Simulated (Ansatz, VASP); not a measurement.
**Two plane-wave programs on Al3BN2**

File INCAR:

```
ALGO = Normal
EDIFF = 1E-6
ENCUT = 520
GGA = PE
ISIF = 2
ISMEAR = 0
LASPH = True
LCHARG = True
LELF = True
LREAL = False
LVHAR = True
LWAVE = False
NBANDS = 20
NELM = 80
PREC = Accurate
SIGMA = 0.1
```

File KPOINTS:

```
k-points
0
Gamma
  4 4 6
```

The input POSCAR:

```
Al3BN2
1.0
    3.2695105000     -3.5089674400      0.0000000000
    3.2695105000      3.5089674400      0.0000000000
    0.0000000000      0.0000000000      3.5287367300
Al B N
3 1 2
Direct
    0.0000000000      0.0000000000      0.5000000000
    0.8161750700      0.8161750700      0.0000000000
    0.1838249300      0.1838249300      0.0000000000
    0.5000000000      0.5000000000      0.5000000000
    0.1509892300      0.8490107700      0.0000000000
    0.8490107700      0.1509892300      0.0000000000
```

Input for Ansatz:

```yaml
crystal:
  lattice:
    - [3.2695105, -3.50896744, 0.0]
    - [3.2695105, 3.50896744, 0.0]
    - [0.0, 0.0, 3.52873673]
  atoms:
    - { symbol: Al, position: [0.0, 0.0, 0.5] }
    - { symbol: Al, position: [0.81617507, 0.81617507, 0.0] }
    - { symbol: Al, position: [0.18382493, 0.18382493, 0.0] }
    - { symbol: B, position: [0.5, 0.5, 0.5] }
    - { symbol: "N", position: [0.15098923, 0.84901077, 0.0] }
    - { symbol: "N", position: [0.84901077, 0.15098923, 0.0] }
basis:
  ecutwfc: 420
kpoints:
  mp_grid: { grid: [4, 4, 6] }
hamiltonian:
  xc: pbe
scf:
  occupations: { method: gaussian, width: 0.1 }
  lower_state_search: "off"
output:
  forces: true
  stress: true
  eigenvalues: true
```

Alike in both runs: task single point; functional PBE; k mesh 4 × 4 × 6; occupations gaussian, width 0.1 eV; no spin polarisation.

|  | VASP | Ansatz |
| --- | --- | --- |
| version | VASP 6.6.1 | Ansatz 0.2.0 |
| potentials or method | VASP PAW PBE potentials, release 64 (Al, B, N), cutoff 520 eV | scalar-relativistic, plane waves, PAW |
| valence electrons in the cell | 22 | 22 |

VASP gave:

* gap on the k mesh at the Fermi level (eV): none
* rms of the force components (eV/Å): 7.159

Task: Estimate Ansatz's values.

Result: gap on the k mesh at the Fermi level (eV): none; rms of the force components (eV/Å): 7.071.

Atom by atom the forces differ by 0.087 eV/Å (rms over components). A gap of «none» marks a metal or a gap that the smearing closes. The functional is the same, so the differences come from potentials, cutoffs and numerics.
